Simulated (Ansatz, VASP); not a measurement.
HgTe in VASP and in Ansatz

```
Hg Te
1.0
     0.00000    2.93121    2.93121
     2.93121    0.00000    2.93121
     2.93121    2.93121    0.00000
Hg Te
1 1
Direct
  0.00000 0.00000 0.00000
  0.50000 0.50000 0.50000
```

Change from the starting cell: volume scaled by 1.01, PAW files.

Alike in both runs: task electric field gradients; functional PBEsol; k mesh 12 × 12 × 12; occupations fermi-dirac, width 0.08 eV; no spin polarisation.

```csv
,VASP,Ansatz
version,VASP 6.6.1,Ansatz 0.2.0
potentials or method,"VASP PAW PBE potentials, release 64 (Hg, Te)","PAW with Ansatz's default frozen-core files, scalar-relativistic"
plane-wave cutoff (eV),520,420
valence electrons in the cell,18,36
```

Ansatz gave:

| Quantity | Value |
| --- | --- |
| pressure (GPa) | 5.2 |

**Question.** What did VASP give for the same quantities?

**Answer.** Pressure (GPa): 5.5.

VASP's potentials were made for PBE, not for PBEsol. VASP's potentials hold 18 valence electrons a cell and Ansatz's 36, so a difference there can come from the potentials and not from the codes.

Spin-orbit coupling is off throughout.
